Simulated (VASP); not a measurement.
# KFe3H6Se2O14 (R-3m) in VASP: a series of runs, part 2 of 2

VASP 6.6.1. Earlier steps stand in the parts before.

## 3. Single point, PBE, collinear spin, ferromagnetic start (10.82 Å³/atom)

This run uses another cell than the first one, of 10.82 Å³/atom.

File INCAR:

```
PREC = Accurate
ENCUT = 520
EDIFF = 1E-7
ISMEAR = -1
SIGMA = 0.05
LREAL = Auto
LASPH = T
NELM = 150
ALGO = Normal
ISIF = 2
LWAVE = F
LCHARG = F
ISPIN = 2
MAGMOM = 0 5 5 5 0 0 0 0 0 0 0 0 0 0 0 0 0 0 0 0 0 0 0 0 0 0
LORBIT = 11
LMAXMIX = 4
GGA = PE
NBANDS = 90
KPAR = 4
```

File KPOINTS:

```
Automatic mesh
0
Gamma
  4 4 4
```

File POSCAR:

```
KFe3H6Se2O14
1.0
    3.7195715741      2.1474956496      5.8712947240
   -3.7195715741      2.1474956496      5.8712947240
    0.0000000000     -4.2949912992      5.8712947240
K Fe H Se O
1 3 6 2 14
Direct
    0.0000000000      0.0000000000      0.0000000000
    0.5000000000      0.0000000000      0.0000000000
    0.0000000000      0.5000000000      0.0000000000
    0.0000000000      0.0000000000      0.5000000000
    0.3116930187      0.3116930187      0.7258750182
    0.7258750182      0.3116930187      0.3116930187
    0.3116930187      0.7258750182      0.3116930187
    0.2741249818      0.6883069813      0.6883069813
    0.6883069813      0.6883069813      0.2741249818
    0.6883069813      0.2741249818      0.6883069813
    0.3130204395      0.3130204395      0.3130204395
    0.6869795605      0.6869795605      0.6869795605
    0.4073863418      0.4073863418      0.4073863418
    0.5926136582      0.5926136582      0.5926136582
    0.5260579158      0.1586405866      0.1586405866
    0.1586405866      0.5260579158      0.1586405866
    0.1586405866      0.1586405866      0.5260579158
    0.8413594134      0.8413594134      0.4739420842
    0.8413594134      0.4739420842      0.8413594134
    0.4739420842      0.8413594134      0.8413594134
    0.2667953295      0.2667953295      0.8885359380
    0.8885359380      0.2667953295      0.2667953295
    0.2667953295      0.8885359380      0.2667953295
    0.1114640620      0.7332046705      0.7332046705
    0.7332046705      0.7332046705      0.1114640620
    0.7332046705      0.1114640620      0.7332046705
```

Potentials or basis: VASP PAW PBE potentials, release 64 (K_sv, Fe, H, Se, O).

Run with:

```console
cat potpaw_PBE.64/K_sv/POTCAR potpaw_PBE.64/Fe/POTCAR potpaw_PBE.64/H/POTCAR potpaw_PBE.64/Se/POTCAR potpaw_PBE.64/O/POTCAR > POTCAR
mpirun -np 4 vasp_std > vasp.out
```

OUTCAR:

```text
PREC = Accurate
   ENCUT = 520
   EDIFF = 1E-7
   ISMEAR = -1
   LREAL = Auto
   LASPH = T
   NELM = 150
   ISIF = 2
   ISPIN = 2
   LORBIT = 11
   GGA = PE

 ion  position               nearest neighbor table
   1  0.000  0.000  0.000-  15 2.87  16 2.87  19 2.87  20 2.87  17 2.87  18 2.87
   2  0.500  0.000  0.000-  21 1.99  25 1.99  23 1.99  26 1.99  15 2.09  20 2.09
   3  0.000  0.500  0.000-  21 1.99  25 1.99  24 1.99  22 1.99  16 2.09  19 2.09
   4  0.000  0.000  0.500-  22 1.99  23 1.99  24 1.99  26 1.99  17 2.09  18 2.09
   5  0.312  0.312  0.726-  21 0.99
   6  0.726  0.312  0.312-  22 0.99
   7  0.312  0.726  0.312-  23 0.99
   8  0.274  0.688  0.688-  24 0.99
   9  0.688  0.688  0.274-  25 0.99
  10  0.688  0.274  0.688-  26 0.99
  11  0.313  0.313  0.313-  13 1.66  15 1.68  16 1.68  17 1.68
  12  0.687  0.687  0.687-  14 1.66  19 1.68  20 1.68  18 1.68
  13  0.407  0.407  0.407-  11 1.66
  14  0.593  0.593  0.593-  12 1.66
  15  0.526  0.159  0.159-  11 1.68   2 2.09   1 2.87
  16  0.159  0.526  0.159-  11 1.68   3 2.09   1 2.87
  17  0.159  0.159  0.526-  11 1.68   4 2.09   1 2.87
  18  0.841  0.841  0.474-  12 1.68   4 2.09   1 2.87
  19  0.841  0.474  0.841-  12 1.68   3 2.09   1 2.87
  20  0.474  0.841  0.841-  12 1.68   2 2.09   1 2.87
  21  0.267  0.267  0.889-   5 0.99   3 1.99   2 1.99
  22  0.889  0.267  0.267-   6 0.99   4 1.99   3 1.99
  23  0.267  0.889  0.267-   7 0.99   4 1.99   2 1.99
  24  0.111  0.733  0.733-   8 0.99   4 1.99   3 1.99
  25  0.733  0.733  0.111-   9 0.99   3 1.99   2 1.99
  26  0.733  0.111  0.733-  10 0.99   4 1.99   2 1.99

  LATTYP: Found a trigonal (rhomboedric) cell.
 ALAT       =     7.2745482331
 COS(alpha) =     0.4771178933

  Lattice vectors:

 A1 = (   3.7195715741,   2.1474956496,   5.8712947240)
 A2 = (  -3.7195715741,   2.1474956496,   5.8712947240)
 A3 = (   0.0000000000,  -4.2949912992,   5.8712947240)

Analysis of symmetry for initial positions (statically):
=====================================================================
 Subroutine PRICEL returns:
 Original cell was already a primitive cell.

 Routine SETGRP: Setting up the symmetry group for a
 trigonal (rhombohedral) supercell.

 Subroutine GETGRP returns: Found 12 space group operations
 (whereof 12 operations were pure point group operations)
 out of a pool of 12 trial point group operations.

The static configuration has the point symmetry D_3d.

Analysis of symmetry for dynamics (positions and initial velocities):
=====================================================================
 Subroutine PRICEL returns:
 Original cell was already a primitive cell.

 Routine SETGRP: Setting up the symmetry group for a
 trigonal (rhombohedral) supercell.

 Subroutine GETGRP returns: Found 12 space group operations
 (whereof 12 operations were pure point group operations)
 out of a pool of 12 trial point group operations.

The dynamic configuration has the point symmetry D_3d.

Analysis of structural, dynamic, and magnetic symmetry:
=====================================================================
 Subroutine PRICEL returns:
 Original cell was already a primitive cell.

 Routine SETGRP: Setting up the symmetry group for a
 trigonal (rhombohedral) supercell.

 Subroutine GETGRP returns: Found 12 space group operations
 (whereof 12 operations were pure point group operations)
 out of a pool of 12 trial point group operations.

The overall configuration has the point symmetry D_3d.
[... 147 lines left out ...]
   NUPDOWN=      -1.0000    fix difference up-down
   EMIN   =  10.00;   EMAX   =-10.00  energy-range for DOS
   EFERMI =   0.00;   METHOD = LEGACY
   ISMEAR =    -1;   SIGMA  =   0.05  broadening in eV -4-tet -1-fermi 0-gaus
   EFERMI_NEDOS =   21; number of points for ismear=-14 and -15
   IALGO  =     38    algorithm
   IMIX   =      4    mixing-type and parameters
     AMIX     =   0.40;   BMIX     =  1.00
     AMIX_MAG =   1.60;   BMIX_MAG =  1.00
  volume/ion in A,a.u.               =      10.82        73.04
  Fermi-wavevector in a.u.,A,eV,Ry     =   1.281591  2.421855 22.347221  1.642474
  Thomas-Fermi vector in A             =   2.413952
   LORBIT       =     11    0 simple, 1 ext, 2 COOP (PROOUT), +10 PAW based schemes
   GGA     = PE    functional components
   LHFCALC =     F    Hartree Fock is set to
   AEXX    =    0.0000 exact exchange contribution
   IVDW    =     0    specifies the selected vdW correction
   LEPSILON=     F    determine dielectric tensor
   LRPA    =     F    only Hartree local field effects (RPA)
 spin polarized calculation
  energy-cutoff  :      520.00
  volume of cell :      281.39
 maximum number of plane-waves:      7595
   NGX = 27   NGY = 27   NGZ = 27

 number of electron     134.9999971 magnetization      13.0068239

 Free energy of the ion-electron system (eV)
  ---------------------------------------------------
  ext. energy  EPLUGINS =         0.00000000
  ---------------------------------------------------
  free energy    TOTEN  =      -149.16236593 eV

  energy without entropy =     -149.07615069  energy(sigma->0) =     -149.11925831

 E-fermi :   1.7699     XC(G=0):  -9.6371

 val. band max:        1.7632963653   @ k =  -0.2500   0.2500   0.2500
 cond. band min:       1.7813412270   @ k =   0.5000   0.5000  -0.0000
 fundamental gap:      0.0180448617
 Fermi energy:         1.7698953080

 spin component 1

 k-point     1 :       0.0000    0.0000    0.0000
  band No.  band energies     occupation
      1     -26.4111      1.00000
      2     -20.8342      1.00000
      3     -20.7304      1.00000
      4     -18.1021      1.00000
      5     -17.6564      1.00000
      6     -17.6564      1.00000
[... 1055 lines left out ...]
     78       7.0259      0.00000
     79       7.2008      0.00000
 Fermi energy:         1.7698953080

 spin component 2

 k-point     1 :       0.0000    0.0000    0.0000
  band No.  band energies     occupation
      1     -26.4095      1.00000
      2     -20.7398      1.00000
      3     -20.6383      1.00000
      4     -17.8637      1.00000
      5     -17.4870      1.00000
      6     -17.4494      1.00000
[... 1055 lines left out ...]
     78       7.2400      0.00000
     79       7.2788      0.00000
 [bands above 79 left out]

------------------------ aborting loop because EDIFF is reached ----------------------------------------

  FORCE on cell =-STRESS in cart. coord.  units (eV):
  Direction    XX          YY          ZZ          XY          YZ          ZX
  --------------------------------------------------------------------------------------
  -------------------------------------------------------------------------------------
  Total        1.0182567      1.0182567      3.8884717      0.0000000     -0.0000000      0.0000000
  in kB        5.7977237      5.7977237     22.1400797      0.0000000     -0.0000000      0.0000000
  external PRESSURE =      11.2451757 kB  Pullay stress =       0.0000000 kB

 VOLUME and BASIS-vectors are now :
 -----------------------------------------------------------------------------
  energy-cutoff  :      520.00
  volume of cell :      281.39
      direct lattice vectors                 reciprocal lattice vectors
     3.719571574  2.147495650  5.871294724     0.134424084  0.077609781  0.056773395
    -3.719571574  2.147495650  5.871294724    -0.134424084  0.077609781  0.056773395
     0.000000000 -4.294991299  5.871294724     0.000000000 -0.155219562  0.056773395

 POSITION                                       TOTAL-FORCE (eV/Angst)
 -----------------------------------------------------------------------------------
      0.00000      0.00000      0.00000        -0.000000     -0.000000      0.000000
      1.85979      1.07375      2.93565        -0.000000     -0.000000      0.000000
     -1.85979      1.07375      2.93565        -0.000000     -0.000000      0.000000
      0.00000     -2.14750      2.93565        -0.000000     -0.000000      0.000000
      0.00000     -1.77891      7.92191        -0.000000      0.087191     -0.035116
      1.54058      0.88945      7.92191        -0.075509     -0.043595     -0.035116
[... 18 lines left out ...]
      0.00000      2.67037      9.26416        -0.000000      0.051916     -0.029702
      2.31261     -1.33519      9.26416         0.044961     -0.025958     -0.029702
 -----------------------------------------------------------------------------------
    total drift:                               -0.000000     -0.000000      0.000000

  FREE ENERGIE OF THE ION-ELECTRON SYSTEM (eV)
  ---------------------------------------------------
  free  energy   TOTEN  =      -149.1623659272 eV

  energy  without entropy=     -149.0761506933  energy(sigma->0) =     -149.11925831

 total charge

# of ion       s       p       d       tot
------------------------------------------
    1        1.954   5.590   0.023   7.568
    2        0.352   0.503   5.863   6.718
    3        0.352   0.503   5.863   6.718
    4        0.352   0.503   5.863   6.718
    5        0.588   0.120   0.000   0.708
    6        0.588   0.120   0.000   0.708
[... 18 lines left out ...]
   25        1.558   3.545   0.000   5.104
   26        1.558   3.545   0.000   5.104
--------------------------------------------------
tot         31.324  60.786  18.929 111.040

 magnetization (x)

# of ion       s       p       d       tot
------------------------------------------
    1        0.000   0.001   0.000   0.001
    2        0.021   0.023   3.645   3.688
    3        0.021   0.023   3.645   3.688
    4        0.021   0.023   3.645   3.688
    5        0.004   0.002   0.000   0.006
    6        0.004   0.002   0.000   0.006
[... 18 lines left out ...]
   25        0.014   0.119   0.000   0.132
   26        0.014   0.119   0.000   0.132
--------------------------------------------------
tot          0.230   1.332  10.952  12.515
```

It took 9.6 min on 4 MPI ranks of AMD EPYC 7R43 (Zen 3), shared host; peak memory 0.78 GiB.

Results:

```yaml
Free_energy: -149.1624 eV
Pressure: 1.1 GPa
Largest_force: 0.305 eV/Å
Band_gap_on_the_k_mesh: zero (filled and empty bands overlap)
Net_moment: 13.01 μB per cell
Site_moments: K +0.00; Fe +3.69; H +0.01; Se +0.02; O +0.05, +0.08, +0.13 (each value once) μB
Valence_electrons_inside_the_program's_atomic_spheres: K 7.57; Fe 6.72; H 0.71; Se 4.13; O 5.01, 5.03, 5.10 (each value once)
```

Forces in eV/Å, atoms in the order of the input:
```
K    0.000  0.000  0.000
Fe   0.000  0.000  0.000
Fe   0.000  0.000  0.000
Fe   0.000  0.000  0.000
H    0.000  0.087 -0.035
H   -0.076 -0.044 -0.035
H    0.076 -0.044 -0.035
H    0.076  0.044  0.035
H    0.000 -0.087  0.035
H   -0.076  0.044  0.035
Se   0.000  0.000 -0.043
Se   0.000  0.000  0.043
O    0.000  0.000  0.305
O    0.000  0.000 -0.305
O    0.218  0.126 -0.088
O   -0.218  0.126 -0.088
O    0.000 -0.252 -0.088
O    0.000  0.252  0.088
O    0.218 -0.126  0.088
O   -0.218 -0.126  0.088
O    0.000 -0.052  0.030
O    0.045  0.026  0.030
O   -0.045  0.026  0.030
O   -0.045 -0.026 -0.030
O    0.000  0.052 -0.030
O    0.045 -0.026 -0.030
```

Stress tensor (GPa, compression positive):
```
0.58 0.00 0.00
0.00 0.58 0.00
0.00 0.00 2.21
```

Caveat: semilocal functionals often make such compounds metallic where correlation or magnetic order opens a gap, which also shifts bond lengths; the run started ferromagnetic, and an antiferromagnetic order may lie lower in energy. With open d or f shells a metallic result of PBE can be an artefact of self-interaction; +U or a hybrid may open a gap.

The gap in the log of VASP goes by the Fermi energy; the results here count the filled bands.